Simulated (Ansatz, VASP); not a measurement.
**Bi3S: VASP beside Ansatz**

The input INCAR:

```
SYSTEM = Bi3S
ALGO = Normal ; EDIFF = 1E-6
EDIFFG = -0.01 ; ENCUT = 600
GGA = PE ; IBRION = 2
ISIF = 3 ; ISMEAR = 0
LASPH = .TRUE. ; LCHARG = .FALSE.
LREAL = .FALSE. ; LWAVE = .FALSE.
NELM = 100 ; NSW = 100
PREC = Accurate ; SIGMA = 0.1
```

File KPOINTS:

```
k-points
0
G
  10 10 10
  0 0 0
```

Contents of POSCAR:

```
Bi3S
1.0
    4.8212032200      0.0000000000      0.0000000000
    0.0000000000      4.8212032200      0.0000000000
    0.0000000000      0.0000000000      4.8212032200
Bi S
3 1
Direct
    0.5000000000      0.0000000000      0.5000000000
    0.0000000000      0.5000000000      0.5000000000
    0.5000000000      0.5000000000      0.0000000000
    0.0000000000      0.0000000000      0.0000000000
```

Input for Ansatz:

```yaml
crystal:
  lattice:
    - [4.82120322, 0.0, 0.0]
    - [0.0, 4.82120322, 0.0]
    - [0.0, 0.0, 4.82120322]
  atoms:
    - { symbol: Bi, position: [0.5, 0.0, 0.5] }
    - { symbol: Bi, position: [0.0, 0.5, 0.5] }
    - { symbol: Bi, position: [0.5, 0.5, 0.0] }
    - { symbol: S, position: [0.0, 0.0, 0.0] }
basis:
  ecutwfc: 420
kpoints:
  mp_grid: { grid: [10, 10, 10] }
hamiltonian:
  xc: pbe
scf:
  occupations: { method: gaussian, width: 0.1 }
output:
  forces: true
  stress: true
  eigenvalues: true
relax:
  adjacent_minimum: "off"
  f_tol: 0.01
  max_steps: 80
  cell: { stress_tol: 0.05 }
```

Change from the starting cell: species swapped into the GdIn3 type (Pm-3m, No. 221).

Alike in both runs: task relaxation of cell and atoms; functional PBE; k mesh 10 × 10 × 10; occupations gaussian, width 0.1 eV; no spin polarisation.

```csv
,VASP,Ansatz
version,VASP 6.6.1,Ansatz 0.2.0
potentials or method,"VASP PAW PBE potentials, release 64 (Bi_d, S), cutoff 600 eV","scalar-relativistic, plane waves, PAW"
valence electrons in the cell,51,51
```

Ansatz gave:

* gap on the k mesh at the Fermi level, each at its own relaxed structure (eV): none
* relaxed volume (Å³/atom): 27.94
* relaxed cell length with the largest relative difference (Å): 4.817

Task: Estimate VASP's values.

Result: gap on the k mesh at the Fermi level, each at its own relaxed structure (eV): none; relaxed volume (Å³/atom): 27.91; relaxed cell length with the largest relative difference (Å): 4.815.

A gap of «none» marks a metal or a gap that the smearing closes.

Spin-orbit coupling is off throughout.
